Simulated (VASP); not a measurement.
# NaH3 (P6_3/mmc) in VASP: relaxation of cell and atoms with PBE

Aim: the relaxation of cell and atoms of NaH3 with PBE.

Program: VASP 6.6.1. These are calculated values, not measurements. Logs are shortened: lines on timing, memory, paths and dates and some standing lists are left out, and cuts for length are marked.

**1. The cell of the first run**

The structure is hexagonal, space group P6_3/mmc (No. 194). The conventional cell has a = 4.843 Å, b = 4.843 Å, c = 3.887 Å, α = 90.00°, β = 90.00°, γ = 120.00°. Within 3.2 Å of Na (site symmetry -6m2) lie 12 H at 2.39 to 2.42 Å. Within 3.2 Å of H (site symmetry mm2) lie 4 Na at 2.39 to 2.42 Å and 8 H at 2.40 to 2.43 Å.

**2. Relaxation of cell and atoms, PBE**

Contents of INCAR:

```
SYSTEM = NaH3
PREC = Accurate
ENCUT = 600
EDIFF = 1E-6
ISMEAR = 0
SIGMA = 0.1
LREAL = .False.
LASPH = .True.
NELM = 60
ALGO = Normal
ISIF = 3
LWAVE = .False.
LCHARG = .False.
GGA = PE
IBRION = 2
NSW = 100
EDIFFG = -0.01
```

Contents of KPOINTS:

```
Automatic mesh
0
Gamma
  12 12 10
  0 0 0
```

Contents of POSCAR:

```
NaH3
1.0
    4.8430635808      0.0000000000      0.0000000000
   -2.4215317904      4.1942160931      0.0000000000
    0.0000000000      0.0000000000      3.8873057710
Na H
2 6
Direct
    0.3333333333      0.6666666667      0.2500000000
    0.6666666667      0.3333333333      0.7500000000
    0.8330000000      0.6660000000      0.2500000000
    0.1670000000      0.8330000000      0.7500000000
    0.3340000000      0.1670000000      0.2500000000
    0.1670000000      0.3340000000      0.7500000000
    0.8330000000      0.1670000000      0.2500000000
    0.6660000000      0.8330000000      0.7500000000
```

Potentials or basis: VASP PAW PBE potentials, release 64 (Na_pv, H).

Run with:

```console
cat potpaw_PBE.64/Na_pv/POTCAR potpaw_PBE.64/H/POTCAR > POTCAR
mpirun -np 1 vasp_std > vasp.out
```

OUTCAR:

```text
SYSTEM = NaH3
   PREC = Accurate
   ENCUT = 600
   EDIFF = 1E-6
   ISMEAR = 0
   LREAL = .False.
   LASPH = .True.
   NELM = 60
   ISIF = 3
   GGA = PE
   IBRION = 2
   NSW = 100
   EDIFFG = -0.01

 ion  position               nearest neighbor table
   1  0.333  0.667  0.250-
   2  0.667  0.333  0.750-
   3  0.833  0.666  0.250-
   4  0.167  0.833  0.750-
   5  0.334  0.167  0.250-
   6  0.167  0.334  0.750-
   7  0.833  0.167  0.250-
   8  0.666  0.833  0.750-

  LATTYP: Found a hexagonal cell.
 ALAT       =     4.8430635808
 C/A-ratio  =     0.8026542923

  Lattice vectors:

 A1 = (   4.8430635808,   0.0000000000,   0.0000000000)
 A2 = (  -2.4215317904,   4.1942160931,   0.0000000000)
 A3 = (   0.0000000000,   0.0000000000,   3.8873057710)

Analysis of symmetry for initial positions (statically):
=====================================================================
 Subroutine PRICEL returns:
 Original cell was already a primitive cell.

 Routine SETGRP: Setting up the symmetry group for a
 hexagonal supercell.

 Subroutine GETGRP returns: Found 24 space group operations
 (whereof 12 operations were pure point group operations)
 out of a pool of 24 trial point group operations.

The static configuration has the point symmetry D_3d.
 The point group associated with its full space group is D_6h.

Analysis of symmetry for dynamics (positions and initial velocities):
=====================================================================
 Subroutine PRICEL returns:
 Original cell was already a primitive cell.

 Routine SETGRP: Setting up the symmetry group for a
 hexagonal supercell.

 Subroutine GETGRP returns: Found 24 space group operations
 (whereof 12 operations were pure point group operations)
 out of a pool of 24 trial point group operations.

The dynamic configuration has the point symmetry D_3d.
 The point group associated with its full space group is D_6h.

 Subroutine INISYM returns: Found 24 space group operations
 (whereof 12 operations are pure point group operations),
 and found     1 'primitive' translations

----------------------------------------------------------------------------------------

                                     Primitive cell

  volume of cell :      78.9623

  direct lattice vectors                    reciprocal lattice vectors
     4.843063581  0.000000000  0.000000000     0.206480874  0.119211788  0.000000000
    -2.421531790  4.194216093  0.000000000     0.000000000  0.238423576  0.000000000
     0.000000000  0.000000000  3.887305771     0.000000000  0.000000000  0.257247579

  length of vectors
     4.843063581  4.843063581  3.887305771     0.238423576  0.238423576  0.257247579

  position of ions in fractional coordinates (direct lattice)
     0.333333333  0.666666667  0.250000000
     0.666666667  0.333333333  0.750000000
     0.833000000  0.666000000  0.250000000
     0.167000000  0.833000000  0.750000000
     0.334000000  0.167000000  0.250000000
     0.167000000  0.334000000  0.750000000
     0.833000000  0.167000000  0.250000000
     0.666000000  0.833000000  0.750000000

  ion indices of the primitive-cell ions
   primitive index   ion index
                 1           1
                 2           2
                 3           3
                 4           4
                 5           5
                 6           6
                 7           7
                 8           8

----------------------------------------------------------------------------------------

 KPOINTS: Automatic mesh

Automatic generation of k-mesh.
 Grid dimensions read from file:
 generate k-points for:   12   12   10

 Generating k-lattice:

  Cartesian coordinates                     Fractional coordinates (reciprocal lattice)
     0.017206739  0.009934316  0.000000000     0.083333333 -0.000000000  0.000000000
     0.000000000  0.019868631  0.000000000     0.000000000  0.083333333  0.000000000
     0.000000000  0.000000000  0.025724758     0.000000000  0.000000000  0.100000000

  Length of vectors
     0.019868631  0.019868631  0.025724758

  Shift w.r.t. Gamma in fractional coordinates (k-lattice)
     0.000000000  0.000000000  0.000000000

 Subroutine IBZKPT returns following result:
 ===========================================

 Found    114 irreducible k-points:

 Following reciprocal coordinates:
            Coordinates               Weight
  0.000000  0.000000  0.000000      1.000000
  0.083333  0.000000  0.000000      6.000000
  0.166667  0.000000  0.000000      6.000000
  0.250000  0.000000  0.000000      6.000000
  0.333333  0.000000  0.000000      6.000000
  0.416667  0.000000  0.000000      6.000000
[... 16 lines left out ...]
  0.250000  0.000000  0.100000     12.000000
  0.333333  0.000000  0.100000     12.000000
 [... further k-points ...]
   k-points           NKPTS =    114   k-points in BZ     NKDIM =    114   number of bands    NBANDS=     15
   number of dos      NEDOS =    301   number of ions     NIONS =      8
   total plane-waves  NPLWV =  51200
   dimension x,y,z NGX =    40 NGY =   40 NGZ =   32
   dimension x,y,z NGXF=    80 NGYF=   80 NGZF=   64
   ions per type =               2   6
   NGX,Y,Z   is equivalent  to a cutoff of  13.73, 13.73, 13.69 a.u.
   NGXF,Y,Z  is equivalent  to a cutoff of  27.46, 27.46, 27.37 a.u.
 SYSTEM =  NaH3
   PREC   = accura    normal or accurate (medium, high low for compatibility)
   ISTART =      0    job   : 0-new  1-cont  2-samecut
   ICHARG =      2    charge: 1-file 2-atom 10-const
   ISPIN  =      1    spin polarized calculation?
   LNONCOLLINEAR =      F non collinear calculations
   LSORBIT =      F    spin-orbit coupling
   LASPH  =      T    aspherical Exc in radial PAW
   ENCUT  =  600.0 eV  44.10 Ry    6.64 a.u.   9.67  9.67  7.76*2*pi/ulx,y,z
   NELM   =     60;   NELMIN=  2; NELMDL= -5     # of ELM steps
   EDIFF  = 0.1E-05   stopping-criterion for ELM
   LREAL  =      F    real-space projection
   EDIFFG = -.1E-01   stopping-criterion for IOM
   NSW    =    100    number of steps for IOM
   IBRION =      2    ionic relax: 0-MD 1-quasi-New 2-CG
   NFREE  =      1    steps in history (QN), initial steepest desc. (CG)
   ISIF   =      3    stress and relaxation
   ISYM   =      2    0-nonsym 1-usesym 2-fastsym
   POTIM  = 0.5000    time-step for ionic-motion
   TEBEG  =    0.0;   TEEND  =   0.0 temperature during run
   PSTRESS=    0.0 pullay stress
   NELECT =      20.0000    total number of electrons
   NUPDOWN=      -1.0000    fix difference up-down
   EMIN   =  10.00;   EMAX   =-10.00  energy-range for DOS
   EFERMI =   0.00;   METHOD = LEGACY
   ISMEAR =     0;   SIGMA  =   0.10  broadening in eV -4-tet -1-fermi 0-gaus
   EFERMI_NEDOS =   21; number of points for ismear=-14 and -15
   IALGO  =     38    algorithm
   IMIX   =      4    mixing-type and parameters
     AMIX     =   0.40;   BMIX     =  1.00
     AMIX_MAG =   1.60;   BMIX_MAG =  1.00
  volume/ion in A,a.u.               =       9.87        66.61
  Fermi-wavevector in a.u.,A,eV,Ry     =   1.035806  1.957389 14.597600  1.072893
  Thomas-Fermi vector in A             =   2.170166
   LORBIT       =      0    0 simple, 1 ext, 2 COOP (PROOUT), +10 PAW based schemes
   GGA     = PE    functional components
   LHFCALC =     F    Hartree Fock is set to
   AEXX    =    0.0000 exact exchange contribution
   IVDW    =     0    specifies the selected vdW correction
   LEPSILON=     F    determine dielectric tensor
   LRPA    =     F    only Hartree local field effects (RPA)
 conjugate gradient relaxation of ions
 non-spin polarized calculation
 Gauss-broadening in eV      SIGMA  =   0.10
  energy-cutoff  :      600.00
  volume of cell :       78.96
 maximum number of plane-waves:      2673
 NGX is ok and might be reduce to    40
   NGX = 19   NGY = 19   NGZ = 15

--------------------------------------- Ionic step        1  -------------------------------------------

 number of electron      20.0000012 magnetization

 Free energy of the ion-electron system (eV)
  ---------------------------------------------------
  ext. energy  EPLUGINS =         0.00000000
  ---------------------------------------------------
  free energy    TOTEN  =       -15.82899513 eV

  energy without entropy =      -15.81757910  energy(sigma->0) =      -15.82328711

------------------------ aborting loop because EDIFF is reached ----------------------------------------

  FORCE on cell =-STRESS in cart. coord.  units (eV):
  Direction    XX          YY          ZZ          XY          YZ          ZX
  --------------------------------------------------------------------------------------
  -------------------------------------------------------------------------------------
  Total       -1.6126446     -1.6126446     -2.4246743      0.0000000      0.0000000      0.0000000
  in kB      -32.7212273    -32.7212273    -49.1976453      0.0000000      0.0000000      0.0000000
  external PRESSURE =     -38.2133666 kB  Pullay stress =       0.0000000 kB
[... 977 lines left out ...]
      1     -21.6654      2.00000
      2     -21.6393      2.00000
      3     -21.5368      2.00000
      4     -21.5055      2.00000
      5     -21.4895      2.00000
      6     -21.4772      2.00000
      7     -11.8949      2.00000
      8      -1.4917      2.00000
      9      -0.1392      2.00000
     10       2.7967      2.00000
     11       3.8096      0.69513
     12       6.4557      0.00000
     13       8.0126      0.00000
     14      11.9668      0.00000
     15      12.5122      0.00000

 [... further k-points ...]

[... ionic steps 4 to 36 ...]

--------------------------------------- Ionic step       37  -------------------------------------------

 number of electron      20.0000005 magnetization

------------------------ aborting loop because EDIFF is reached ----------------------------------------

  FORCE on cell =-STRESS in cart. coord.  units (eV):
  Direction    XX          YY          ZZ          XY          YZ          ZX
  --------------------------------------------------------------------------------------
  -------------------------------------------------------------------------------------
  Total        0.0145080      0.0145080      0.1407983      0.0000000     -0.0000000      0.0000000
  in kB        0.3169532      0.3169532      3.0759988      0.0000000     -0.0000000      0.0000000
  external PRESSURE =       1.2366351 kB  Pullay stress =       0.0000000 kB
[... 69 lines left out ...]
  energy  without entropy=      -18.3624274445  energy(sigma->0) =      -18.36417566

--------------------------------------- Ionic step       39  -------------------------------------------

 number of electron      20.0000007 magnetization

 Free energy of the ion-electron system (eV)
  ---------------------------------------------------
  ext. energy  EPLUGINS =         0.00000000
  ---------------------------------------------------
  free energy    TOTEN  =       -18.36595292 eV

  energy without entropy =      -18.36243226  energy(sigma->0) =      -18.36419259

 E-fermi :   1.2497     XC(G=0):  -8.2244

 val. band max:        1.2402928650   @ k =   0.0833   0.0000   0.4000
 cond. band min:       1.2716916014   @ k =   0.0000   0.0000   0.4000
 fundamental gap:      0.0313987363
 Fermi energy:         1.2497177399

 k-point     1 :       0.0000    0.0000    0.0000
  band No.  band energies     occupation
      1     -23.2569      2.00000
      2     -23.2473      2.00000
      3     -23.2473      2.00000
      4     -23.2195      2.00000
      5     -23.1986      2.00000
      6     -23.1986      2.00000
      7     -10.3248      2.00000
      8      -3.5435      2.00000
      9      -0.3052      2.00000
     10      -0.3052      2.00000
     11       0.9250      2.00000
     12       4.3699      0.00000
[... 452 lines left out ...]
  FREE ENERGIE OF THE ION-ELECTRON SYSTEM (eV)
  ---------------------------------------------------
  free  energy   TOTEN  =       -18.3659529219 eV

  energy  without entropy=      -18.3624322617  energy(sigma->0) =      -18.36419259

 reached required accuracy - stopping structural energy minimisation
```

It took 23 min on 1 thread of Oxide Virtual Turin-like, shared host; peak memory 0.29 GiB.

What came out:

```
Free energy                           : -18.3660 eV
Relaxed volume                        : 9.25 Å³/atom
Relaxed cell                          : a = 4.865 Å, b = 4.865 Å, c = 3.610 Å, α = 90.00°, β = 90.00°, γ = 120.00°
Space group after relaxing (to 0.1 Å) : P6_3/mmc (No. 194)
Energy gained by relaxing             : 317.1 meV/atom
Ionic steps                           : 39
Pressure after relaxing               : 0.0 GPa
Largest force after relaxing          : 0.009 eV/Å
Band gap on the k mesh                : zero (bands 10 and 11 overlap by 1.18 eV)
```

Forces on the atoms (eV/Å):
```
Na   0.000  0.000  0.000
Na   0.000  0.000  0.000
H    0.000  0.009  0.000
H   -0.008  0.004  0.000
H   -0.008 -0.004  0.000
H    0.000 -0.009  0.000
H    0.008 -0.004  0.000
H    0.008  0.004  0.000
```

Step by step:
```csv
step,energy change (eV),largest force (eV/Å),pressure (GPa),volume (Å³)
1,0.0000,0.0568,-3.82,78.96
2,-0.0616,0.0824,-3.14,76.30
3,-0.1562,0.1608,-0.71,69.62
4,-0.1623,0.1955,0.60,67.20
5,-0.1625,0.1880,0.26,67.69
6,-0.1829,0.2062,0.33,67.32
7,-0.2576,0.2751,0.52,66.20
8,-0.4868,0.4213,1.01,63.95
9,-1.0845,0.4762,2.74,59.40
10,0.6631,1.2939,28.36,50.14
11,-1.1967,0.2851,3.88,58.00
12,-1.2115,0.0726,5.15,56.89
13,-1.2146,0.1257,4.82,57.14
14,-1.2347,0.0111,4.55,57.58
15,-1.2403,0.0574,4.42,57.94
16,-1.2641,0.0314,3.61,58.84
17,-1.3094,0.0463,1.43,61.58
18,-1.2975,0.1879,-1.95,67.31
19,-1.3197,0.1101,-0.25,64.01
20,-1.3198,0.1044,-0.05,63.78
21,-1.3304,0.1715,-0.01,64.04
22,-1.4143,0.6099,0.07,64.80
23,-1.7573,1.0139,0.05,66.28
24,-2.3237,0.6460,-0.56,69.07
25,-2.0141,0.8873,2.81,73.98
26,-2.4298,0.3138,-0.17,70.71
27,-2.4310,0.2826,-0.15,70.83
28,-2.4375,0.1898,0.06,71.16
29,-2.4380,0.1550,0.13,71.28
30,-2.4477,0.1452,0.16,71.32
31,-2.4740,0.1147,0.20,71.43
32,-2.5122,0.0467,0.42,71.64
33,-2.5261,0.1042,1.20,71.94
34,-2.5312,0.0565,0.91,71.86
35,-2.5349,0.0146,0.42,72.62
36,-2.5351,0.0401,0.27,72.91
37,-2.5363,0.0275,0.12,73.34
38,-2.5369,0.0118,-0.01,73.88
39,-2.5370,0.0087,-0.02,73.99
```

Final structure:
```xyz
8
Lattice="4.8648 0.0000 0.0000 -2.4324 4.2130 0.0000 0.0000 0.0000 3.6099" Properties=species:S:1:pos:R:3 pbc="T T T"
Na    0.0000    2.8087    0.9025
Na    2.4324    1.4043    2.7074
H     2.4324    3.5446    0.9025
H    -1.8535    3.8788    2.7074
H     0.5789    0.3342    0.9025
H     0.0000    0.6684    2.7074
H     4.2859    0.3342    0.9025
H     1.8535    3.8788    2.7074
```
